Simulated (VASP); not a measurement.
Set up this calculation in VASP 6.6.1, as the native input.

| Property | Result |
| --- | --- |
| Task | single point |
| Functional | PBEsol |
| Potentials or basis | VASP PAW PBE potentials, release 64 (Cu) |
| Cutoff | 520 eV |
| k mesh | 20 × 20 × 14 |
| Occupations | gaussian, width 0.1 eV |
| Spin | no spin polarisation |
| Dipole correction | no |
| Further INCAR settings | ALGO = Fast; EDIFF = 1e-07; NBANDS = 18 |

The structure of Cu lies in POSCAR:

```
Cu
1.0
    1.6748038179      1.6748038179      0.0000000000
   -1.6748038179      1.6748038179      0.0000000000
    0.0000000000      0.0000000000      3.8455562853
Cu
2
Direct
    0.0000000000      0.0000000000      0.0000000000
    0.5000000000      0.5000000000      0.5000000000
```

This cell differs from its parent crystal: biaxial strain in the a-b plane: -6.0 %, then relaxed in part.

These files were run (other wordings do the same):

INCAR

```
ALGO = Fast
EDIFF = 1E-7
ENCUT = 520
GGA = PS
ISIF = 2
ISMEAR = 0
LASPH = True
LCHARG = False
LREAL = False
LWAVE = False
NBANDS = 18
NELM = 100
PREC = Accurate
SIGMA = 0.1
```

KPOINTS

```
k-points
0
Gamma
  20 20 14
```

Potentials or basis: VASP PAW PBE potentials, release 64 (Cu).

Command:

```sh
$ cat potpaw_PBE.64/Cu/POTCAR > POTCAR
$ mpirun -np 1 vasp_std > vasp.out
```

It gave:

| Quantity | Value |
| --- | --- |
| Pressure | 11.1 GPa |
| Band gap on the k mesh | zero (bands 11 and 12 overlap by 8.60 eV) |

Caveat: the cell differs from its parent crystal (biaxial strain in the a-b plane: -6.0 %, then relaxed in part); the cell stands under pressure; the PAW data sets were made with another functional, which shifts forces and pressure a little.

Run time: 93 s on 1 thread of Intel(R) Xeon(R) 6975P-C (Granite Rapids) (shared host), peak memory 0.26 GiB.
